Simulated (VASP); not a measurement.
# BN (I-4m2) in VASP: a series of runs, part 2 of 2

VASP 6.6.1. Earlier steps stand in the parts before.

## Step 4: Single point, r2SCAN (uniaxial z strain -2.5%)

POSCAR reads:

```
BN
1.0
    0.0000000000      1.8048254535      1.7598852997
    1.8048254535      0.0000000000      1.7598852997
    1.8048254535      1.8048254535      0.0000000000
B N
1 1
Direct
    0.0000000000      0.0000000000      0.0000000000
    0.2500000000      0.2500000000      0.2500000000
```

INCAR.step1 reads:

```
SYSTEM = BN
PREC = Accurate
ENCUT = 520
ISMEAR = 0
SIGMA = 0.01
LREAL = .FALSE.
LASPH = .TRUE.
NELM = 100
NBANDS = 11
GGA = PE
ALGO = Normal
EDIFF = 1E-4
LWAVE = .TRUE.
LCHARG = .FALSE.
```

INCAR.step2 reads:

```
SYSTEM = BN
PREC = Accurate
ENCUT = 520
EDIFF = 1E-6
ISMEAR = 0
SIGMA = 0.01
LREAL = .FALSE.
LASPH = .TRUE.
NELM = 100
ALGO = Normal
ISIF = 2
LWAVE = .FALSE.
LCHARG = .FALSE.
METAGGA = R2SCAN
LMIXTAU = .TRUE.
NBANDS = 11
ISTART = 1
```

KPOINTS reads:

```
Automatic mesh
0
G
  12 12 12
  0 0 0
```

Started as:

```
> cat potpaw_PBE.64/B/POTCAR potpaw_PBE.64/N/POTCAR > POTCAR
> cp INCAR.step1 INCAR
> mpirun -np 1 vasp_std > vasp.out
> cp INCAR.step2 INCAR
> mpirun -np 1 vasp_std > vasp.out
```

It took 2 min on 1 thread of Intel Xeon 8259CL, shared host; peak memory 0.14 GiB.

The run converged. Its results:

- Free energy: -19.1496 eV
- Pressure: 11.6 GPa
- Band gap on the k mesh: 4.54 eV, indirect (least direct gap 9.39 eV)

Stress tensor (GPa, compression positive):
```
 6.22  0.00  0.00
 0.00  6.22  0.00
 0.00  0.00 22.30
```

Levels at points of the mesh, in eV from the valence-band top:
```
           k point  band 1  band 2  band 3  band 4  band 5  band 6  band 7  band 8  band 9
(0.00, 0.00, 0.00)  -21.80   -0.25   -0.25    0.00    9.39    9.57    9.57   11.41   26.56
(0.50, 0.00, 0.00)  -17.36  -11.53   -2.44   -2.03   10.77   11.31   11.89   16.57   25.15
(0.50, 0.50, 0.00)  -15.69   -9.43   -5.65   -5.65    4.54    9.41   19.61   19.61   22.93
(0.50, 0.00, 0.50)  -16.00   -9.81   -5.30   -5.28    5.01   10.04   19.32   19.72   22.38
```

Caveat: the cell differs from its parent crystal (uniaxial z strain -2.5%); the PAW data sets were made with another functional, which shifts forces and pressure a little. A k mesh can miss the band edges.

## Step 5: Single point, r2SCAN (biaxial xy strain -1.7%)

POSCAR reads:

```
BN
1.0
    0.0000000000      1.7739629383      1.8048254535
    1.7739629383      0.0000000000      1.8048254535
    1.7739629383      1.7739629383      0.0000000000
B N
1 1
Direct
    0.0000000000      0.0000000000      0.0000000000
    0.2500000000      0.2500000000      0.2500000000
```

INCAR.step1 reads:

```
SYSTEM = BN
PREC = Accurate
ENCUT = 520
ISMEAR = 0
SIGMA = 0.01
LREAL = .False.
LASPH = .True.
NELM = 60
NBANDS = 11
GGA = PE
ALGO = Normal
EDIFF = 1E-4
LWAVE = .True.
LCHARG = .False.
```

INCAR.step2 reads:

```
SYSTEM = BN
PREC = Accurate
ENCUT = 520
EDIFF = 1E-6
ISMEAR = 0
SIGMA = 0.01
LREAL = .False.
LASPH = .True.
NELM = 60
ALGO = Normal
ISIF = 2
LWAVE = .False.
LCHARG = .True.
METAGGA = R2SCAN
LMIXTAU = .True.
LELF = .True.
LVHAR = .True.
NBANDS = 11
ISTART = 1
```

KPOINTS reads:

```
regular mesh
0
Gamma
  12 12 12
  0 0 0
```

Potentials or basis: VASP PAW PBE potentials, release 64 (B, N).

Started as:

```
> cat potpaw_PBE.64/B/POTCAR potpaw_PBE.64/N/POTCAR > POTCAR
> cp INCAR.step1 INCAR
> mpirun -np 1 vasp_std > vasp.out
> cp INCAR.step2 INCAR
> mpirun -np 1 vasp_std > vasp.out
```

OUTCAR:

```text
SYSTEM = BN
   PREC = Accurate
   ENCUT = 520
   EDIFF = 1E-6
   ISMEAR = 0
   LREAL = .False.
   LASPH = .True.
   NELM = 60
   ISIF = 2
   METAGGA = R2SCAN
   ISTART = 1

 ion  position               nearest neighbor table
   1  0.000  0.000  0.000-   2 1.55   2 1.55   2 1.55   2 1.55
   2  0.250  0.250  0.250-   1 1.55   1 1.55   1 1.55   1 1.55

  LATTYP: Found a body centered tetragonal cell.
 ALAT       =     2.5087624465
 C/A-ratio  =     1.4388173388

  Lattice vectors:

 A1 = (  -1.7739629383,   0.0000000000,   1.8048254535)
 A2 = (   1.7739629383,   0.0000000000,   1.8048254535)
 A3 = (   0.0000000000,   1.7739629383,  -1.8048254535)

Analysis of symmetry for initial positions (statically):
=====================================================================
 Subroutine PRICEL returns:
 Original cell was already a primitive cell.

 Routine SETGRP: Setting up the symmetry group for a
 body centered tetragonal supercell.

 Subroutine GETGRP returns: Found  8 space group operations
 (whereof  8 operations were pure point group operations)
 out of a pool of 16 trial point group operations.

The static configuration has the point symmetry D_2d.

Analysis of symmetry for dynamics (positions and initial velocities):
=====================================================================
 Subroutine PRICEL returns:
 Original cell was already a primitive cell.

 Routine SETGRP: Setting up the symmetry group for a
 body centered tetragonal supercell.

 Subroutine GETGRP returns: Found  8 space group operations
 (whereof  8 operations were pure point group operations)
 out of a pool of 16 trial point group operations.

The dynamic configuration has the point symmetry D_2d.

 Subroutine INISYM returns: Found  8 space group operations
 (whereof  8 operations are pure point group operations),
 and found     1 'primitive' translations

----------------------------------------------------------------------------------------

                                     Primitive cell

  volume of cell :      11.3594

  direct lattice vectors                    reciprocal lattice vectors
     0.000000000  1.773962938  1.804825453    -0.281854817  0.281854817  0.277035100
     1.773962938  0.000000000  1.804825453     0.281854817 -0.281854817  0.277035100
     1.773962938  1.773962938  0.000000000     0.281854817  0.281854817 -0.277035100

  length of vectors
     2.530679637  2.530679637  2.508762446     0.485420151  0.485420151  0.485420151

  position of ions in fractional coordinates (direct lattice)
     0.000000000  0.000000000  0.000000000
     0.250000000  0.250000000  0.250000000

  ion indices of the primitive-cell ions
   primitive index   ion index
                 1           1
                 2           2

----------------------------------------------------------------------------------------

 KPOINTS: regular mesh

Automatic generation of k-mesh.
 Grid dimensions read from file:
 generate k-points for:   12   12   12

 Generating k-lattice:

  Cartesian coordinates                     Fractional coordinates (reciprocal lattice)
    -0.023487901  0.023487901  0.023086258     0.083333333  0.000000000  0.000000000
     0.023487901 -0.023487901  0.023086258     0.000000000  0.083333333  0.000000000
     0.023487901  0.023487901 -0.023086258    -0.000000000 -0.000000000  0.083333333

  Length of vectors
     0.040451679  0.040451679  0.040451679

  Shift w.r.t. Gamma in fractional coordinates (k-lattice)
     0.000000000  0.000000000  0.000000000

 Subroutine IBZKPT returns following result:
 ===========================================

 Found    163 irreducible k-points:

 Following reciprocal coordinates:
            Coordinates               Weight
  0.000000  0.000000  0.000000      1.000000
  0.083333  0.000000  0.000000      8.000000
  0.166667 -0.000000  0.000000      8.000000
  0.250000  0.000000  0.000000      8.000000
  0.333333  0.000000  0.000000      8.000000
  0.416667  0.000000  0.000000      8.000000
[... 16 lines left out ...]
  0.500000  0.166667  0.000000      8.000000
 -0.416667  0.166667  0.000000      8.000000
 [... further k-points ...]
   k-points           NKPTS =    163   k-points in BZ     NKDIM =    163   number of bands    NBANDS=     11
   number of dos      NEDOS =    301   number of ions     NIONS =      2
   total plane-waves  NPLWV =   8000
   dimension x,y,z NGX =    20 NGY =   20 NGZ =   20
   dimension x,y,z NGXF=    40 NGYF=   40 NGZF=   40
   ions per type =               1   1
   NGX,Y,Z   is equivalent  to a cutoff of  13.14, 13.14, 13.25 a.u.
   NGXF,Y,Z  is equivalent  to a cutoff of  26.28, 26.28, 26.51 a.u.
 SYSTEM =  BN
   PREC   = accura    normal or accurate (medium, high low for compatibility)
   ISTART =      1    job   : 0-new  1-cont  2-samecut
   ICHARG =      0    charge: 1-file 2-atom 10-const
   ISPIN  =      1    spin polarized calculation?
   LNONCOLLINEAR =      F non collinear calculations
   LSORBIT =      F    spin-orbit coupling
   LASPH  =      T    aspherical Exc in radial PAW
   ENCUT  =  520.0 eV  38.22 Ry    6.18 a.u.   4.71  4.71  4.66*2*pi/ulx,y,z
   NELM   =     60;   NELMIN=  2; NELMDL=  0     # of ELM steps
   EDIFF  = 0.1E-05   stopping-criterion for ELM
   LREAL  =      F    real-space projection
   EDIFFG = 0.1E-04   stopping-criterion for IOM
   NSW    =      0    number of steps for IOM
   IBRION =     -1    ionic relax: 0-MD 1-quasi-New 2-CG
   NFREE  =      0    steps in history (QN), initial steepest desc. (CG)
   ISIF   =      2    stress and relaxation
   ISYM   =      2    0-nonsym 1-usesym 2-fastsym
   POTIM  = 0.5000    time-step for ionic-motion
   TEBEG  =    0.0;   TEEND  =   0.0 temperature during run
   PSTRESS=    0.0 pullay stress
   NELECT =       8.0000    total number of electrons
   NUPDOWN=      -1.0000    fix difference up-down
   EMIN   =  10.00;   EMAX   =-10.00  energy-range for DOS
   EFERMI =   0.00;   METHOD = LEGACY
   ISMEAR =     0;   SIGMA  =   0.01  broadening in eV -4-tet -1-fermi 0-gaus
   EFERMI_NEDOS =   21; number of points for ismear=-14 and -15
   IALGO  =     38    algorithm
   IMIX   =      4    mixing-type and parameters
     AMIX     =   0.40;   BMIX     =  1.00
     AMIX_MAG =   1.60;   BMIX_MAG =  1.00
  volume/ion in A,a.u.               =       5.68        38.33
  Fermi-wavevector in a.u.,A,eV,Ry     =   1.456532  2.752447 28.864567  2.121486
  Thomas-Fermi vector in A             =   2.573439
   LORBIT       =      0    0 simple, 1 ext, 2 COOP (PROOUT), +10 PAW based schemes
   METAGGA = R2SCAN    functional components
   LHFCALC =     F    Hartree Fock is set to
   AEXX    =    0.0000 exact exchange contribution
   IVDW    =     0    specifies the selected vdW correction
   LEPSILON=     F    determine dielectric tensor
   LRPA    =     F    only Hartree local field effects (RPA)
 non-spin polarized calculation
 Gauss-broadening in eV      SIGMA  =   0.01
  energy-cutoff  :      520.00
  volume of cell :       11.36
 maximum number of plane-waves:       318
   NGX =  9   NGY =  9   NGZ =  9

 number of electron       7.9999998 magnetization

 Free energy of the ion-electron system (eV)
  ---------------------------------------------------
  ext. energy  EPLUGINS =         0.00000000
  ---------------------------------------------------
  free energy    TOTEN  =       -19.14536018 eV

  energy without entropy =      -19.14536018  energy(sigma->0) =      -19.14536018

 E-fermi :   7.8591     XC(G=0): -13.8545

 val. band max:        7.7912253702   @ k =   0.0000   0.0000   0.0000
 cond. band min:      12.6481736860   @ k =   0.5000   0.0000   0.5000
 fundamental gap:      4.8569483157
 Fermi energy:         7.8591388956

 k-point     1 :       0.0000    0.0000    0.0000
  band No.  band energies     occupation
      1     -14.0204      2.00000
      2       7.6075      2.00000
      3       7.7912      2.00000
      4       7.7912      2.00000
      5      17.4088      0.00000
      6      17.4089      0.00000
      7      17.5341      0.00000
      8      19.4677      0.00000
      9      34.6416      0.00000
     10      36.4460      0.00000
     11      37.4495      0.00000
[... 309 lines left out ...]
 k-point    24 :      -0.4167    0.1667    0.0000
  band No.  band energies     occupation
      1      -9.1397      2.00000
      2      -3.0085      2.00000
      3       3.1345      2.00000
      4       5.1189      2.00000
      5      18.1451      0.00000
      6      21.1122      0.00000
      7      21.2012      0.00000
      8      25.0603      0.00000
      9      30.7663      0.00000
     10      34.8278      0.00000
     11      36.7637      0.00000

 [... further k-points ...]
[... 5 lines left out ...]
  --------------------------------------------------------------------------------------
  -------------------------------------------------------------------------------------
  Total        1.3903688      1.3903688      0.5530794      0.0000000     -0.0000000     -0.0000000
  in kB      196.1039320    196.1039320     78.0088348      0.0000000     -0.0000000     -0.0000000
  external PRESSURE =     156.7388996 kB  Pullay stress =       0.0000000 kB

 VOLUME and BASIS-vectors are now :
 -----------------------------------------------------------------------------
  energy-cutoff  :      520.00
  volume of cell :       11.36
      direct lattice vectors                 reciprocal lattice vectors
     0.000000000  1.773962938  1.804825453    -0.281854817  0.281854817  0.277035100
     1.773962938  0.000000000  1.804825453     0.281854817 -0.281854817  0.277035100
     1.773962938  1.773962938  0.000000000     0.281854817  0.281854817 -0.277035100

 POSITION                                       TOTAL-FORCE (eV/Angst)
 -----------------------------------------------------------------------------------
      0.00000      0.00000      0.00000         0.000000      0.000000      0.000000
      0.88698      0.88698      0.90241        -0.000000     -0.000000     -0.000000
 -----------------------------------------------------------------------------------
    total drift:                               -0.000000     -0.000000      0.000001

  FREE ENERGIE OF THE ION-ELECTRON SYSTEM (eV)
  ---------------------------------------------------
  free  energy   TOTEN  =       -19.1453601770 eV

  energy  without entropy=      -19.1453601770  energy(sigma->0) =      -19.14536018
```

It took 2 min on 1 thread of Intel Xeon 8259CL, shared host; peak memory 0.14 GiB.

Results:

```
Free energy            : -19.1454 eV
Pressure               : 15.7 GPa
Band gap on the k mesh : 4.86 eV, indirect (least direct gap 9.62 eV)
```

Stress tensor (GPa, compression positive):
```
19.61  0.00  0.00
 0.00 19.61  0.00
 0.00  0.00  7.80
```

Caveat: the cell differs from its parent crystal (biaxial xy strain -1.7%); the PAW data sets were made with another functional, which shifts forces and pressure a little.

## Step 6: Overview

```csv
level,cell,smearing,gap on the mesh (eV),pressure (GPa)
PBE,"a = 2.521, b = 2.521, c = 2.552 Å, angles 59.6, 59.6, 60.8°, 2 atoms",fermi-dirac 0.02 eV,4.03,15.3
PBE,"a = 2.531, b = 2.531, c = 2.509 Å, angles 60.3, 60.3, 59.4°, 2 atoms",fermi-dirac 0.02 eV,4.34,19.4
r2SCAN,"a = 2.521, b = 2.521, c = 2.552 Å, angles 59.6, 59.6, 60.8°, 2 atoms",gaussian 0.01 eV,4.54,11.6
r2SCAN,"a = 2.531, b = 2.531, c = 2.509 Å, angles 60.3, 60.3, 59.4°, 2 atoms",gaussian 0.01 eV,4.86,15.7
```

Alike in all rows: task single point; potentials or basis VASP PAW PBE potentials, release 64 (B, N); no spin polarisation; k mesh 12 × 12 × 12; cutoff (eV) 520.

Caveats: the PAW data sets were made with another functional, which shifts forces and pressure a little (some runs).

Total energies depend on the potentials used, so only differences within one code and one set of settings carry meaning.
